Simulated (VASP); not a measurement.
## Ge: relaxation of cell and atoms with PBE

The system is Ge.

```xyz
6
Lattice="2.8397 -6.1305 0.0000 2.8397 6.1305 0.0000 0.0000 0.0000 3.9588" Properties=species:S:1:pos:R:3 pbc="T T T"
Ge    1.1730    2.4051    0.9897
Ge    1.1730   -2.4051    2.9691
Ge    4.5064    2.4051    0.9897
Ge    4.5064   -2.4051    2.9691
Ge    2.8397    0.6977    0.9897
Ge    2.8397   -0.6977    2.9691
```

| Property | Result |
| --- | --- |
| Program | VASP 6.6.1 |
| Task | relaxation of cell and atoms |
| Functional | PBE |
| Potentials or basis | VASP PAW PBE potentials, release 64 (Ge_d) |
| Cutoff | 600 eV |
| k mesh | 4 × 4 × 4 |
| Occupations | gaussian, width 0.1 eV |
| Spin | no spin polarisation |
| Dipole correction | no |
| Further INCAR settings | ALGO = Normal; EDIFF = 1e-07; IBRION = 2; EDIFFG = -0.04; NSW = 90; ISIF = 3 |

| Item | Value |
| --- | --- |
| Relaxed volume | 25.86 Å³/atom |
| Relaxed cell | a = 6.964 Å, b = 6.964 Å, c = 4.102 Å, α = 90.00°, β = 90.00°, γ = 128.73° |
| Space group after relaxing (to 0.05 Å) | Cmcm (No. 63) |
| Energy gained by relaxing | 83.6 meV/atom |
| Ionic steps | 7 |
| Pressure after relaxing | 0.0 GPa |
| Largest force after relaxing | 0.034 eV/Å |

Forces in eV/Å, atoms in the order of the input:
```
Ge  -0.004  0.019  0.000
Ge  -0.004 -0.019  0.000
Ge   0.004  0.019  0.000
Ge   0.004 -0.019  0.000
Ge   0.000 -0.034  0.000
Ge   0.000  0.034  0.000
```

Stress tensor (GPa, compression positive):
```
 0.12  0.00  0.00
 0.00 -0.14  0.00
 0.00  0.00  0.03
```

The path:
```
step  energy change (eV)  largest force (eV/Å)  pressure (GPa)  volume (Å³)
   1              0.0000                0.7556            8.83       137.84
   2             -0.3881                0.3663           -2.63       164.56
   3             -0.4961                0.1047            0.17       154.76
   4             -0.4960                0.1174            0.08       155.11
   5             -0.5003                0.0600           -0.19       155.83
   6             -0.5004                0.0347           -0.19       155.73
   7             -0.5014                0.0339            0.00       155.18
```

Final structure:
```cif
data_structure
_symmetry_space_group_name_H-M 'P 1'
_symmetry_Int_Tables_number 1
_cell_length_a 6.9637
_cell_length_b 6.9637
_cell_length_c 4.1020
_cell_angle_alpha 90.000
_cell_angle_beta 90.000
_cell_angle_gamma 128.728
_cell_volume 155.18
loop_
_atom_site_label
_atom_site_type_symbol
_atom_site_fract_x
_atom_site_fract_y
_atom_site_fract_z
_atom_site_occupancy
Ge1 Ge 0.01116 0.40234 0.25000 1
Ge2 Ge 0.40234 0.01116 0.75000 1
Ge3 Ge 0.59766 0.98884 0.25000 1
Ge4 Ge 0.98884 0.59766 0.75000 1
Ge5 Ge 0.44486 0.55514 0.25000 1
Ge6 Ge 0.55514 0.44486 0.75000 1
```

Levels at points of the mesh, in eV from the Fermi level:
```tsv
k point	band 39	band 40	band 41	band 42	band 43	band 44	band 45	band 46
(0.00, 0.00, 0.00)	-0.75	-0.72	-0.10	-0.04	0.00	0.48	0.72	2.68
(0.50, 0.00, 0.00)	-1.94	-1.48	-0.74	-0.58	0.74	1.29	1.86	2.07
(0.50, 0.50, 0.00)	-2.22	-1.71	-1.28	-0.13	0.31	1.77	2.82	3.76
(0.00, 0.00, 0.50)	-3.28	-3.28	-1.97	-1.97	2.32	2.32	3.96	3.96
(0.50, 0.00, 0.50)	-2.04	-2.04	-1.19	-1.19	0.53	0.53	2.18	2.18
(0.50, 0.50, 0.50)	-2.11	-2.11	-1.51	-1.51	0.83	0.83	2.10	2.10
```

Run time: 11 min on 1 thread of AMD EPYC 9R45 96-Core Processor (Zen 5), on a shared host, peak memory 0.34 GiB.

Caveat: the k points lie up to 0.38 Å⁻¹ apart in the final cell.
